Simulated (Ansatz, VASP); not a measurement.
CeO2: VASP beside Ansatz

```
Ce O
1.0
     0.00000    2.66152    2.66152
     2.66152    0.00000    2.66152
     2.66152    2.66152    0.00000
Ce O
1 2
Direct
  0.00000 0.00000 0.00000
  0.25000 0.25000 0.25000
  0.75000 0.75000 0.75000
```

Alike in both runs: task single point; functional PBE; k mesh 4 × 4 × 4; no spin polarisation.

|  | VASP | Ansatz |
| --- | --- | --- |
| version | VASP 6.6.1 | Ansatz 0.2.0-dev |
| potentials or method | VASP PAW PBE potentials, release 64 (Ce, O), cutoff 600 eV | hard PAW set made for 700 eV |
| occupations | gaussian, width 0.01 eV | fixed |

VASP gave:

| Item | Value |
| --- | --- |
| gap on the k mesh at the Fermi level (eV) | 2.09 |

**Question.** Estimate Ansatz's values.

**Answer.** gap on the k mesh at the Fermi level (eV): 2.15.

The k mesh is coarse, so the values compare programs but aren't converged. Neither program's run includes spin-orbit coupling.
